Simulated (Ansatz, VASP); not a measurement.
As2Se in VASP and in Ansatz

```
As Se
1.0
     1.87258    1.08113    5.34929
    -1.87258    1.08113    5.34929
     0.00000   -2.16226    5.34929
As Se
2 1
Direct
  0.21694 0.21694 0.21694
  0.78306 0.78306 0.78306
  0.00000 0.00000 0.00000
```

Change from the starting cell: species swapped into the CdBr2 type (R-3m, No. 166).

Alike in both runs: functional PBE; k mesh 12 × 12 × 12; occupations gaussian, width 0.1 eV; no spin polarisation.

Ansatz relaxed the structure, and its values are those at the end. VASP's run is a single point on that final structure, the one shown.

|  | VASP | Ansatz |
| --- | --- | --- |
| version | VASP 6.6.1 | Ansatz 0.2.0 |
| potentials or method | VASP PAW PBE potentials, release 64 (As, Se), cutoff 520 eV | scalar-relativistic, plane waves, PAW |
| valence electrons in the cell | 16 | 46 |

|  | VASP | Ansatz | Ansatz less VASP |
| --- | --- | --- | --- |
| gap on the k mesh at the Fermi level (eV) | none | none | - |
| pressure (GPa) | 0.1 | 0.0 | -0.08 |
| rms of the force components (eV/Å) | 0.006 | 0.000 | -0.0056 |

A gap of «none» marks a metal or a gap that the smearing closes. VASP's potentials hold 16 valence electrons a cell and Ansatz's 46, so a difference there can come from the potentials and not from the codes.
